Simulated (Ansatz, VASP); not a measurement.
## One calculation of Al3N, two programs

```
CELL_PARAMETERS angstrom
3.03487 0.00000 0.00000
-1.51744 2.62828 0.00000
0.00000 0.00000 14.32793
ATOMIC_POSITIONS crystal
Al 0.33333 0.66667 0.18398
Al 0.00000 0.00000 0.00239
Al 0.00000 0.00000 0.36280
Al 0.33333 0.66667 0.51441
Al 0.66667 0.33333 0.67533
Al 0.33333 0.66667 0.83156
N 0.00000 0.00000 0.22854
N 0.33333 0.66667 0.05099
```

Alike in both runs: functional PBE; k mesh 12 × 12 × 2; occupations gaussian, width 0.1 eV; no spin polarisation.

Ansatz relaxed the structure, and its values are those at the end. VASP's run is a single point on that final structure, the one shown.

|  | VASP | Ansatz |
| --- | --- | --- |
| version | VASP 6.6.1 | Ansatz 0.2.0 |
| potentials or method | VASP PAW PBE potentials, release 64 (Al, N), cutoff 520 eV | scalar-relativistic, plane waves, PAW |
| valence electrons in the cell | 28 | 28 |

```tsv
	VASP	Ansatz	Ansatz less VASP
gap on the k mesh at the Fermi level (eV)	none	none	-
pressure (GPa)	-0.1	0.0	+0.10
rms of the force components (eV/Å)	0.003	0.000	-0.0032
```

A gap of «none» marks a metal or a gap that the smearing closes.
